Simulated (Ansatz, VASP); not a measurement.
## BN: VASP beside Ansatz

```
B N
1.0
     2.54395    0.00000    0.00000
    -1.27198    2.20313    0.00000
     0.00000    0.00000    4.20782
B N
2 2
Direct
  0.33333 0.66667 0.00020
  0.66667 0.33333 0.50020
  0.33333 0.66667 0.37480
  0.66667 0.33333 0.87480
```

Alike in both runs: task single point; functional PBE; k mesh 12 × 12 × 6; occupations fermi-dirac, width 0.02 eV; no spin polarisation.

```csv
,VASP,Ansatz
version,VASP 6.6.1,Ansatz 0.2.0
potentials or method,"VASP PAW PBE potentials, release 64 (B, N)","plane waves, PAW"
plane-wave cutoff (eV),520,420
valence electrons in the cell,16,16
```

```tsv
	VASP	Ansatz	Ansatz less VASP
gap on the k mesh at the Fermi level (eV)	5.19	5.21	+0.018
pressure (GPa)	4.9	4.7	-0.27
traceless stress, the component that is largest in VASP (GPa)	-0.11	-0.07	+0.037
rms of the force components (eV/Å)	0.005	0.004	-0.0013
```

Atom by atom the forces differ by 0.001 eV/Å (rms over components).
